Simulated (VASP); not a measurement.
Write the native input for VASP 6.6.1 that does the following.

```
Task                   : single point
Functional             : PBE
Potentials or basis    : VASP PAW PBE potentials, release 64 (Ag, Bi_d, Te, Se)
Cutoff                 : 520 eV
k mesh                 : 6 × 6 × 4
Occupations            : fermi-dirac, width 0.05 eV
Spin                   : no spin polarisation
Dipole correction      : no
Further INCAR settings : ALGO = Normal; EDIFF = 1e-06; NBANDS = 27
```

The structure of AgBiTeSe lies in POSCAR:

```
AgBiTeSe
1.0
    4.1261184388      0.0000000000      0.0000000000
    0.0000000000      4.1261184388      0.0000000000
    0.0000000000      0.0000000000      6.1783380122
Ag Bi Te Se
1 1 1 1
Direct
    0.0000000000      0.0000000000      0.0000000000
    0.5000000000      0.5000000000      0.5000000000
    0.5000000000      0.5000000000      0.0000000000
    0.0000000000      0.0000000000      0.5000000000
```

These files were run (other wordings do the same):

INCAR

```
SYSTEM = AgBiTeSe
  PREC = Accurate
  ENCUT = 520
  EDIFF = 1E-6
  ISMEAR = -1
  SIGMA = 0.05
  LREAL = .FALSE.
  LASPH = .TRUE.
  NELM = 100
  ALGO = Normal
  ISIF = 2
  LWAVE = .FALSE.
  LCHARG = .TRUE.
  GGA = PE
  LELF = .TRUE.
  LVHAR = .TRUE.
  NBANDS = 27
```

KPOINTS

```
Automatic mesh
0
G
  6 6 4
  0 0 0
```

Potentials or basis: VASP PAW PBE potentials, release 64 (Ag, Bi_d, Te, Se).

Run with:

```bash
$ cat potpaw_PBE.64/Ag/POTCAR potpaw_PBE.64/Bi_d/POTCAR potpaw_PBE.64/Te/POTCAR potpaw_PBE.64/Se/POTCAR > POTCAR
$ mpirun -np 1 vasp_std > vasp.out
```

It gave:

- Pressure: 3.3 GPa
- Band gap on the k mesh: zero (bands 19 and 20 overlap by 0.67 eV)

Caveat: the cell stands under pressure; spin-orbit coupling is left out, which moves the levels of the heavy elements.

Run time: 55 s on 1 thread of Intel(R) Xeon(R) Platinum 8259CL CPU @ 2.50GHz (Skylake/Cascade Lake) (shared host), peak memory 0.28 GiB.
